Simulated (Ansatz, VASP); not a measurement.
# One calculation of N, two programs

```
N
1.0
     9.67203    0.00000    0.00000
     0.00000    9.67203    0.00000
     0.00000    0.00000    9.67203
N
24
Direct
  0.09401 0.92330 0.19892
  0.12456 0.93751 0.08997
  0.77118 0.36604 0.01618
  0.72304 0.44456 0.94906
  0.00442 0.95598 0.69901
  0.02575 0.85698 0.75126
  0.61404 0.25049 0.60067
  0.65066 0.20140 0.50459
  0.40782 0.10599 0.86205
  0.51395 0.11825 0.90176
  0.37874 0.53042 0.70566
  0.27127 0.52848 0.74380
  0.60098 0.87849 0.16104
  0.48971 0.90004 0.17339
  0.45650 0.40137 0.24933
  0.45363 0.29358 0.21234
  0.70149 0.83588 0.51597
  0.69858 0.72966 0.47441
  0.36159 0.87533 0.59828
  0.32129 0.87064 0.49178
  0.95256 0.53545 0.59383
  0.90717 0.44300 0.64259
  0.13047 0.28504 0.00234
  0.09315 0.26296 0.89693
```

Alike in both runs: functional PBE; dispersion D3(BJ); k mesh 1 × 1 × 1; occupations fermi-dirac, width 0.02 eV; no spin polarisation.

Ansatz relaxed the structure, and its values are those at the end. VASP's run is a single point on that final structure, the one shown.

|  | VASP | Ansatz |
| --- | --- | --- |
| version | VASP 6.6.1 | Ansatz 0.2.0 |
| potentials or method | VASP PAW PBE potentials, release 64 (N), cutoff 520 eV | scalar-relativistic, plane waves, PAW |
| valence electrons in the cell | 120 | 120 |

```tsv
	VASP	Ansatz	Ansatz less VASP
rms of the force components (eV/Å)	0.961	0.053	-0.9082
```

One of these differences is far larger than is usual between the two programs; its cause wasn't traced.

Noted on VASP's run: the standard files for N, O and F lose accuracy on very short bonds.
